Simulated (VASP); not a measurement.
# Pt: single point with PBEsol

The system is Pt.

```
Pt
1.0
     2.53440    0.00000    0.00000
    -1.26720    2.19485    0.00000
     0.00000    0.00000    4.47160
Pt
2
Cartesian
  1.2672 0.7316 3.3537
  0.0000 1.4632 1.1179
```

This isn't the form of Pt at room conditions, which is fcc.

| Property | Result |
| --- | --- |
| Program | VASP 6.6.1 |
| Task | single point |
| Functional | PBEsol |
| Potentials or basis | VASP PAW PBE potentials, release 64 (Pt) |
| Cutoff | 520 eV |
| k mesh | 18 × 18 × 10 |
| Occupations | gaussian, width 0.15 eV |
| Spin | no spin polarisation |

```
Pressure               : 94.8 GPa
Band gap on the k mesh : zero (bands 10 and 11 overlap by 2.02 eV)
```

Stress tensor (GPa, compression positive):
```
103.25   0.00   0.00
  0.00 103.25   0.00
  0.00   0.00  77.91
```

Levels at points of the mesh, in eV from the Fermi level:
```tsv
k point	band 6	band 7	band 8	band 9	band 10	band 11	band 12	band 13	band 14	band 15
(0.00, 0.00, 0.00)	-4.52	-4.52	-2.50	-2.50	-2.05	-0.29	-0.29	6.21	14.45	15.04
(0.50, 0.00, 0.00)	-4.36	-3.85	0.02	0.64	0.93	2.87	4.69	8.72	9.86	11.79
(0.00, 0.00, 0.50)	-5.00	-5.00	-5.00	-1.09	-1.09	-1.09	-1.09	12.94	12.94	15.53
(0.50, 0.00, 0.50)	-2.64	-1.54	-1.54	0.80	0.80	1.69	1.69	8.55	8.55	14.89
```

Run time: 33 s on 1 thread of Intel(R) Xeon(R) 6975P-C (Granite Rapids) (shared host), peak memory 0.2 GiB.

Caveat: the stress differs along the axes, from 78 to 103 GPa; the PAW data sets were made with another functional, which shifts forces and pressure a little; spin-orbit coupling is left out, which moves the levels of the heavy elements.
